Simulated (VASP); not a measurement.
Wanted: the native input for a VASP 6.6.1 run.

```yaml
Task: single point
Functional: r2SCANh
Potentials_or_basis: VASP PAW PBE potentials, release 64 (Ba_sv, F)
Cutoff: 580 eV
k_mesh: 4 × 4 × 4
Occupations: gaussian, width 0.05 eV
Spin: no spin polarisation
Dipole_correction: no
Grid_for_exact_exchange_PRECFOCK: Normal
Further_INCAR_settings: ALGO = Normal; EDIFF = 1e-06; NBANDS = 19
Share_of_exact_exchange: 0.1
```

BaF2:

```xyz
3
Lattice="0.0000 3.1000 3.1000 3.1000 0.0000 3.1000 3.1000 3.1000 0.0000" Properties=species:S:1:pos:R:3 pbc="T T T"
Ba    0.0000    0.0000    0.0000
F     1.5500    1.5500    1.5500
F     4.6501    4.6501    4.6501
```

One way to write it, as run:

POSCAR

```
BaF2
1.0
    0.0000000000      3.1000485598      3.1000485598
    3.1000485598      0.0000000000      3.1000485598
    3.1000485598      3.1000485598      0.0000000000
Ba F
1 2
Direct
    0.0000000000      0.0000000000      0.0000000000
    0.2500000000      0.2500000000      0.2500000000
    0.7500000000      0.7500000000      0.7500000000
```

INCAR.step1

```
SYSTEM = BaF2
ALGO = Normal ; EDIFF = 1E-5
ENCUT = 580 ; GGA = PE
GGA_COMPAT = .FALSE. ; ISIF = 2
ISMEAR = 0 ; LASPH = .TRUE.
LCHARG = .FALSE. ; LREAL = .FALSE.
LWAVE = .TRUE. ; NBANDS = 19
NELM = 120 ; PREC = Accurate
SIGMA = 0.05
```

INCAR.step2

```
SYSTEM = BaF2
AEXX = 0.1 ; ALGO = Normal
EDIFF = 1E-6 ; ENCUT = 580
GGA_COMPAT = .FALSE. ; ISIF = 2
ISMEAR = 0 ; ISTART = 1
LASPH = .TRUE. ; LCHARG = .FALSE.
LHFCALC = .TRUE. ; LMIXTAU = .TRUE.
LREAL = .FALSE. ; LWAVE = .FALSE.
METAGGA = R2SCAN ; NBANDS = 19
NELM = 120 ; PREC = Accurate
PRECFOCK = Normal ; SIGMA = 0.05
```

KPOINTS

```
k-points
0
G
  4 4 4
  0 0 0
```

Potentials or basis: VASP PAW PBE potentials, release 64 (Ba_sv, F).

Run with:

```bash
$ cat potpaw_PBE.64/Ba_sv/POTCAR potpaw_PBE.64/F/POTCAR > POTCAR
$ cp INCAR.step1 INCAR
$ mpirun -np 1 vasp_std > vasp.out
$ cp INCAR.step2 INCAR
$ mpirun -np 1 vasp_std > vasp.out
```

It gave:

```json
{
 "Pressure": "0.5 GPa",
 "Band gap on the k mesh": "8.30 eV (least direct gap 8.39 eV)"
}
```

Caveat: the k points lie up to 0.44 Å⁻¹ apart; the PAW data sets were made with another functional, which shifts forces and pressure a little; spin-orbit coupling is left out, which moves the levels of the heavy elements.

It took 18 min on 1 thread of AMD EPYC 7R13 Processor (Zen 3) (shared host), peak memory 0.2 GiB.
